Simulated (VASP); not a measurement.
# MoS2 (P6_3/mmc) in VASP: a series of runs, part 2 of 2

VASP 6.6.1. The steps go on from the part before.

### 5 Single point, PBEsol (17.91 Å³/atom)

This run uses another cell than the first one, of 17.91 Å³/atom.

File INCAR:

```
PREC = Accurate ; ENCUT = 520
EDIFF = 1E-6 ; ISMEAR = 1
SIGMA = 0.132 ; LREAL = False
LASPH = True ; NELM = 60
ALGO = Normal ; ISIF = 2
LWAVE = False ; LCHARG = False
GGA = PS ; NBANDS = 35
```

File KPOINTS:

```
Automatic mesh
0
Gamma
  12 12 4
```

File POSCAR:

```
MoS2
1.0
    2.9928310400      0.0000000000      0.0000000000
   -1.4964155200      2.5918677098      0.0000000000
    0.0000000000      0.0000000000     13.8514206192
Mo S
2 4
Direct
    0.3333333333      0.6666666667      0.2500000000
    0.6666666667      0.3333333333      0.7500000000
    0.3333333333      0.6666666667      0.6259932117
    0.6666666667      0.3333333333      0.1259932117
    0.3333333333      0.6666666667      0.8740067883
    0.6666666667      0.3333333333      0.3740067883
```

On the command line:

```bash
$ cat potpaw_PBE.64/Mo_sv/POTCAR potpaw_PBE.64/S/POTCAR > POTCAR
$ mpirun -np 1 vasp_std > vasp.out
```

It took 1.8 min on 1 thread of Intel Xeon 6975P-C (Granite Rapids), shared host; peak memory 0.33 GiB.

It converged, with:

- Free energy: -46.0440 eV
- Pressure: -0.9 GPa
- Largest force: 1.774 eV/Å
- Band gap on the k mesh: 0.91 eV (least direct gap 1.55 eV)

Forces on the atoms (eV/Å):
```
Mo   0.000  0.000  0.000
Mo   0.000  0.000  0.000
S    0.000  0.000  1.774
S    0.000  0.000  1.774
S    0.000  0.000 -1.774
S    0.000  0.000 -1.774
```

Stress tensor (GPa, compression positive):
```
  8.13   0.00   0.00
  0.00   8.13   0.00
  0.00   0.00 -18.82
```

Levels at points of the mesh, in eV from the valence-band top:
```csv
k point,band 23,band 24,band 25,band 26,band 27,band 28,band 29,band 30
"(0.00, 0.00, 0.00)",-0.61,-0.61,-0.60,-0.60,3.07,3.07,3.12,3.12
"(0.50, 0.00, 0.00)",-0.98,-0.91,-0.32,-0.24,2.66,3.00,3.05,3.06
"(0.00, 0.00, 0.50)",-0.60,-0.60,-0.60,-0.60,3.09,3.09,3.09,3.09
"(0.50, 0.00, 0.50)",-0.94,-0.94,-0.28,-0.28,2.82,2.82,3.05,3.05
```

Caveat: the stress differs along the axes, from -19 to 8 GPa; the PAW data sets were made with another functional, which shifts forces and pressure a little; this functional lacks dispersion, which binds layers or chains, so the pressure and a relaxed spacing across them are unreliable.

### 6 Single point, PBEsol (18.34 Å³/atom)

This run uses another cell than the first one, of 18.34 Å³/atom.

File INCAR:

```
PREC = Accurate
ENCUT = 520
EDIFF = 1E-7
ISMEAR = 1
SIGMA = 0.111
LREAL = F
LASPH = T
NELM = 100
ALGO = Normal
ISIF = 2
LWAVE = F
LCHARG = F
GGA = PS
NBANDS = 35
```

KPOINTS is that of step 5.

Changes to POSCAR since step 5:

```diff
@@ -2,5 +2,5 @@
 1.0
-    2.9928310400      0.0000000000      0.0000000000
-   -1.4964155200      2.5918677098      0.0000000000
-    0.0000000000      0.0000000000     13.8514206192
+    2.9801760538      0.0000000000      0.0000000000
+   -1.4900880269      2.5809081703      0.0000000000
+    0.0000000000      0.0000000000     14.3042490228
 Mo S
```

Potentials or basis: VASP PAW PBE potentials, release 64 (Mo_sv, S).

On the command line:

```bash
$ cat potpaw_PBE.64/Mo_sv/POTCAR potpaw_PBE.64/S/POTCAR > POTCAR
$ mpirun -np 1 vasp_std > vasp.out
```

Wall time 2.1 min (1 thread of Intel Xeon 6975P-C (Granite Rapids), shared host); peak memory 0.34 GiB.

Results (log left out):

```
Free energy            : -45.5078 eV
Pressure               : -4.2 GPa
Largest force          : 2.476 eV/Å
Band gap on the k mesh : 0.77 eV (least direct gap 1.27 eV)
```

Forces on the atoms (eV/Å):
```
Mo   0.000  0.000  0.000
Mo   0.000  0.000  0.000
S    0.000  0.000  2.476
S    0.000  0.000  2.476
S    0.000  0.000 -2.476
S    0.000  0.000 -2.476
```

Stress tensor (GPa, compression positive):
```
  6.91   0.00   0.00
  0.00   6.91   0.00
  0.00   0.00 -26.29
```

Levels at points of the mesh, in eV from the valence-band top:
```csv
k point,band 23,band 24,band 25,band 26,band 27,band 28,band 29,band 30
"(0.00, 0.00, 0.00)",-0.30,-0.30,-0.30,-0.30,3.03,3.03,3.06,3.06
"(0.50, 0.00, 0.00)",-1.01,-0.92,-0.14,-0.07,2.56,2.86,3.13,3.17
"(0.00, 0.00, 0.50)",-0.30,-0.30,-0.30,-0.30,3.04,3.04,3.04,3.04
"(0.50, 0.00, 0.50)",-0.97,-0.97,-0.10,-0.10,2.70,2.70,3.17,3.17
```

Caveat: the stress differs along the axes, from -26 to 7 GPa; the PAW data sets were made with another functional, which shifts forces and pressure a little; this functional lacks dispersion, which binds layers or chains, so the pressure and a relaxed spacing across them are unreliable. A k mesh can miss the band edges.

### 7 Overview

```tsv
cell	smearing	gap on the mesh (eV)	pressure (GPa)	largest force (eV/Å)
a = 3.319, b = 3.319, c = 12.346 Å, angles 90.0, 90.0, 120.0°, 6 atoms	methfessel-paxton 0.2 eV	0.33	-10.8	0.50
a = 3.467, b = 3.467, c = 11.563 Å, angles 90.0, 90.0, 120.0°, 6 atoms	methfessel-paxton 0.2 eV	none	-11.7	0.33
a = 3.066, b = 3.066, c = 13.195 Å, angles 90.0, 90.0, 120.0°, 6 atoms	methfessel-paxton 0.173 eV	1.19	-0.6	0.91
a = 2.993, b = 2.993, c = 13.851 Å, angles 90.0, 90.0, 120.0°, 6 atoms	methfessel-paxton 0.132 eV	0.91	-0.9	1.77
a = 2.980, b = 2.980, c = 14.304 Å, angles 90.0, 90.0, 120.0°, 6 atoms	methfessel-paxton 0.111 eV	0.77	-4.2	2.48
```

Alike in all rows: task single point; level PBEsol; potentials or basis VASP PAW PBE potentials, release 64 (Mo_sv, S); no spin polarisation; k mesh 12 × 12 × 4; cutoff (eV) 520.

Caveats: the PAW data sets were made with another functional, which shifts forces and pressure a little; this functional lacks dispersion, which binds layers or chains, so the pressure and a relaxed spacing across them are unreliable; the stress differs along the axes, from -14 to -4 GPa (at least some runs); the stress differs along the axes, from -19 to 4 GPa (at least some runs); the stress differs along the axes, from -9 to 4 GPa (at least some runs); the stress differs along the axes, from -19 to 8 GPa (at least some runs); the stress differs along the axes, from -26 to 7 GPa (at least some runs).

Total energies depend on the potentials used, so only differences within one code and one set of settings carry meaning.

### 8 Against experiment

Step 4. Against the measured gap of MoS2, 1.3 eV (indirect; 300 K; “Multiwavelength excitation Raman Scattering Analysis of bulk and 2 dimensional MoS2: Vibrational properties of atomically thin MoS2 layers”, 2015, arxiv:1506.03228), the calculated 1.19 eV is off by -0.11 eV. Spin-orbit coupling on Mo is left out. The value is that of PBEsol on a finite k mesh, which can miss the band edges, without temperature or zero-point motion. Semilocal functionals fall short of measured gaps as a rule.

Step 5. Against the measured gap of MoS2, 1.3 eV (indirect; 300 K; “Multiwavelength excitation Raman Scattering Analysis of bulk and 2 dimensional MoS2: Vibrational properties of atomically thin MoS2 layers”, 2015, arxiv:1506.03228), the calculated 0.91 eV is off by -0.39 eV. Spin-orbit coupling on Mo is left out. The value is that of PBEsol on a finite k mesh, which can miss the band edges, without temperature or zero-point motion. Semilocal functionals fall short of measured gaps as a rule.
